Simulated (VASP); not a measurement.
Si4O7 (a cell with a defect), 11 atoms in the cell. The cell holds a defect, 11 atoms: a = 4.934 Å, b = 4.934 Å, c = 4.934 Å, α = 106.91°, β = 106.91°, γ = 114.72°.  This cell differs from its parent crystal: atom 9 moved 0.125 of the way to it and -0.250 Å across, host rigid.

```yaml
Program: VASP 6.6.1
Task: single point
Functional: LDA
Potentials_or_basis: VASP PAW LDA potentials, release 64 (Si, O)
Cutoff: 520 eV
k_mesh: 6 × 6 × 6
Occupations: gaussian, width 0.05 eV
Spin: no spin polarisation
Dipole_correction: no
Further_INCAR_settings: ALGO = Normal; EDIFF = 1e-06; NBANDS = 40
```

Potentials or basis: VASP PAW LDA potentials, release 64 (Si, O).

Run with:

```sh
$ cat potpaw_LDA.64/Si/POTCAR potpaw_LDA.64/O/POTCAR > POTCAR
$ mpirun -np 1 vasp_std > vasp.out
```

Hardware: 1 thread of AMD EPYC 7R13, with other jobs on the host.

How long does it take, and how much memory?

Run time: 10 min on 1 thread of AMD EPYC 7R13, on a shared host, peak memory 0.27 GiB. Counts: scf iterations 13, k points 68.
